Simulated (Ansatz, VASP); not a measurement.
# One calculation of B5N, two programs

Contents of INCAR:

```
SYSTEM = B5N
PREC = Accurate ; ENCUT = 600
EDIFF = 1E-6 ; ISMEAR = 0
SIGMA = 0.1 ; LREAL = .FALSE.
LASPH = .TRUE. ; NELM = 60
ALGO = Normal ; ISIF = 3
LWAVE = .FALSE. ; LCHARG = .FALSE.
GGA = PE ; IBRION = 2
NSW = 100 ; EDIFFG = -0.01
```

Contents of KPOINTS:

```
Automatic mesh
0
G
  12 12 8
  0 0 0
```

The input POSCAR:

```
B5N
1.0
    3.2957516237      0.0000000000      0.0000000000
   -1.6478758118      2.8542046307      0.0000000000
    0.0000000000      0.0000000000      5.7845370884
B N
5 1
Direct
    0.5000000000      0.5000000000      0.0000000000
    0.3333333333      0.6666666667      0.5000000000
    0.0000000000      0.5000000000      0.0000000000
    0.5000000000      0.0000000000      0.0000000000
    0.6666666667      0.3333333333      0.5000000000
    0.0000000000      0.0000000000      0.5000000000
```

Input for Ansatz:

```yaml
crystal:
  lattice:
    - [3.2957516237, 0.0, 0.0]
    - [-1.6478758118, 2.8542046307, 0.0]
    - [0.0, 0.0, 5.7845370884]
  atoms:
    - { symbol: B, position: [0.5, 0.5, 0.0] }
    - { symbol: B, position: [0.3333333333, 0.6666666667, 0.5] }
    - { symbol: B, position: [0.0, 0.5, 0.0] }
    - { symbol: B, position: [0.5, 0.0, 0.0] }
    - { symbol: B, position: [0.6666666667, 0.3333333333, 0.5] }
    - { symbol: "N", position: [0.0, 0.0, 0.5] }
basis:
  ecutwfc: 420
kpoints:
  mp_grid: { grid: [12, 12, 8] }
hamiltonian:
  xc: pbe
scf:
  occupations: { method: gaussian, width: 0.1 }
output:
  forces: true
  stress: true
  eigenvalues: true
  write_density: true
  write_potential: true
  elf: true
  volumetric_format: npy
relax:
  adjacent_minimum: "off"
  f_tol: 0.01
  max_steps: 80
  cell: { stress_tol: 0.05 }
```

Change from the starting cell: species swapped into the MgPd5 type (P-62m, No. 189).

Alike in both runs: task relaxation of cell and atoms; functional PBE; k mesh 12 × 12 × 8; occupations gaussian, width 0.1 eV; no spin polarisation.

```csv
,VASP,Ansatz
version,VASP 6.6.1,Ansatz 0.2.0
potentials or method,"VASP PAW PBE potentials, release 64 (B, N), cutoff 600 eV","scalar-relativistic, plane waves, PAW"
valence electrons in the cell,20,20
```

VASP gave:

- gap on the k mesh at the Fermi level, each at its own relaxed structure (eV): none
- relaxed volume (Å³/atom): 8.55
- relaxed length of the cell vector where the two differ most in proportion (Å): 5.459

Task: Which values does Ansatz return?

Result: gap on the k mesh at the Fermi level, each at its own relaxed structure (eV): none; relaxed volume (Å³/atom): 8.62; relaxed length of the cell vector where the two differ most in proportion (Å): 5.502.

A gap of «none» marks a metal or a gap that the smearing closes.
